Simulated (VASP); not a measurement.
C: relaxation of shape and atoms at fixed volume with PBE+D3(BJ)

The system is C.

```xyz
4
Lattice="1.2450 -2.1553 0.0000 1.2450 2.1553 0.0000 0.0000 0.0000 6.8663" Properties=species:S:1:pos:R:3 pbc="T T T"
C     1.2450    1.7962    5.1497
C     1.2450   -0.3591    1.7166
C     1.2450   -1.7962    1.7166
C     1.2450    0.3591    5.1497
```

- Program: VASP 6.6.1
- Task: relaxation of shape and atoms at fixed volume
- Functional: PBE
- Dispersion: D3(BJ)
- Potentials or basis: VASP PAW PBE potentials, release 64 (C)
- Cutoff: 600 eV
- k mesh: 18 × 18 × 6
- Occupations: gaussian, width 0.1 eV
- Spin: no spin polarisation
- Dipole correction: no
- Further INCAR settings: ALGO = Fast; EDIFF = 1e-06; IBRION = 2; EDIFFG = -0.01; NSW = 50; ISIF = 4

```yaml
Energy_gained_by_relaxing: 5.8 meV/atom
Ionic_steps: 3
Pressure_after_relaxing: -1.1 GPa
Band_gap_on_the_k_mesh: zero (filled and empty bands touch)
Dispersion_energy_per_atom: -0.149 eV
```

Step by step:
| step | energy change (eV) | largest force (eV/Å) | pressure (GPa) | volume (Å³) |
| --- | --- | --- | --- | --- |
| 1 | 0.0000 | 0.0007 | -8.10 | 36.85 |
| 2 | -0.0223 | 0.0021 | 0.21 | 36.85 |
| 3 | -0.0231 | 0.0017 | -1.08 | 36.85 |

Final structure:
```cif
data_structure
_symmetry_space_group_name_H-M 'P 1'
_symmetry_Int_Tables_number 1
_cell_length_a 2.4672
_cell_length_b 2.4672
_cell_length_c 6.9883
_cell_angle_alpha 90.000
_cell_angle_beta 90.000
_cell_angle_gamma 119.977
_cell_volume 36.85
loop_
_atom_site_label
_atom_site_type_symbol
_atom_site_fract_x
_atom_site_fract_y
_atom_site_fract_z
_atom_site_occupancy
C1 C 0.08332 0.91668 0.75000 1
C2 C 0.58332 0.41668 0.25000 1
C3 C 0.91668 0.08332 0.25000 1
C4 C 0.41668 0.58332 0.75000 1
```

Levels at points of the mesh, in eV from the Fermi level:
| k point | band 6 | band 7 | band 8 | band 9 | band 10 | band 11 |
| --- | --- | --- | --- | --- | --- | --- |
| (0.00, 0.00, 0.00) | -3.02 | -3.01 | -3.01 | 3.99 | 8.28 | 8.32 |
| (0.50, 0.00, 0.00) | -6.39 | -2.41 | -2.41 | 1.82 | 1.82 | 7.37 |
| (0.50, 0.50, 0.00) | -6.38 | -2.89 | -1.75 | 1.08 | 2.35 | 7.21 |
| (0.00, 0.00, 0.50) | -3.02 | -3.02 | -3.02 | 6.33 | 6.33 | 8.32 |
| (0.50, 0.00, 0.50) | -6.39 | -2.35 | -2.35 | 1.66 | 1.66 | 7.37 |
| (0.50, 0.50, 0.50) | -6.40 | -2.35 | -2.35 | 1.66 | 1.66 | 7.36 |

Run time: 8.4 min on 1 thread of Oxide Virtual Turin-like Processor, with other jobs on the host, peak memory 0.25 GiB.
